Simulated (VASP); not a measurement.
Here is a VASP 6.6.1 calculation.

The input INCAR:

```
SYSTEM = C
PREC     = Accurate       ! precision mode
ENCUT    = 520            ! plane-wave cutoff, eV
EDIFF    = 1E-7           ! SCF threshold, eV
ISMEAR   = 0              ! smearing method
SIGMA    = 0.05           ! smearing width, eV
LREAL    = .False.        ! projectors in reciprocal space
LASPH    = .True.         ! aspherical terms in the spheres
NELM     = 80             ! most SCF steps
ALGO     = Normal         ! electronic algorithm
ISIF     = 2              ! what is computed and relaxed
LWAVE    = .False.        ! write WAVECAR
LCHARG   = .False.        ! write CHGCAR
GGA      = PE             ! functional
NBANDS   = 26             ! bands
```

KPOINTS

```
Automatic mesh
0
Gamma
  12 12 4
  0 0 0
```

Contents of POSCAR:

```
C
1.0
    2.4551126132      0.0000000000      0.0000000000
   -1.2275563066      2.1261898921      0.0000000000
    0.0000000000      0.0000000000      8.0970746369
C
8
Direct
   -0.0055028011     -0.0110056021      0.0929732494
   -0.0055028011     -0.0110056021      0.5929732494
   -0.0055028011     -0.0110056021      0.4070267506
   -0.0055028011     -0.0110056021      0.9070267506
    0.3388361344      0.6776722688      0.1555299995
    0.6721694677      0.3443389355      0.6555299995
    0.3388361344      0.6776722688      0.3444700005
    0.6721694677      0.3443389355      0.8444700005
```

Potentials or basis: VASP PAW PBE potentials, release 64 (C).

The run is started by

```console
$ cat potpaw_PBE.64/C/POTCAR > POTCAR
$ mpirun -np 1 vasp_std > vasp.out
```

(1) Predict the pressure.

(2) Predict the band gap on the k mesh.

Results:

(1) 39.9 GPa.

(2) 4.42 eV, indirect (least direct gap 5.04 eV).

Caveat: forces of over 1 eV/Å act on the atoms, so gaps and moduli don't describe the material at rest.
